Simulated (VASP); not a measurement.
Wanted: the native input for a VASP 6.6.1 run.

| Quantity | Value |
| --- | --- |
| Task | single point |
| Functional | PBE |
| Potentials or basis | VASP PAW PBE potentials, release 64 (Ir) |
| Cutoff | 520 eV |
| k mesh | 12 × 12 × 16 |
| Occupations | gaussian, width 0.1 eV |
| Spin | no spin polarisation |
| Dipole correction | no |
| Further INCAR settings | ALGO = Fast; EDIFF = 1e-07; NBANDS = 20 |

The structure of Ir lies in POSCAR:

```
Ir
1.0
    4.3813408224      0.0000000000      0.0000000000
   -2.1906704112      3.7943524548      0.0000000000
    0.0000000000      0.0000000000      2.6983095262
Ir
3
Direct
    0.0000000000      0.0000000000      0.0000000000
    0.3333333333      0.6666666667      0.5000000000
    0.6666666667      0.3333333333      0.5000000000
```

This isn't the form of Ir at room conditions, which is fcc.

The input as run:

INCAR

```
ALGO = Fast
EDIFF = 1E-7
ENCUT = 520
GGA = PE
ISIF = 2
ISMEAR = 0
LASPH = True
LCHARG = False
LREAL = False
LWAVE = False
NBANDS = 20
NELM = 100
PREC = Accurate
SIGMA = 0.1
```

KPOINTS

```
k-points
0
Gamma
  12 12 16
```

Potentials or basis: VASP PAW PBE potentials, release 64 (Ir).

The run is started by

```sh
$ cat potpaw_PBE.64/Ir/POTCAR > POTCAR
$ mpirun -np 1 vasp_std > vasp.out
```

It gave:

- Pressure: 0.4 GPa
- Band gap on the k mesh: zero (an odd number of electrons rules out a gap without spin polarisation)

Caveat: spin-orbit coupling is left out, which moves the levels of the heavy elements.

Wall time 3.4 min on 1 thread of Intel Xeon 8259CL, with other jobs on the host, peak memory 0.26 GiB.
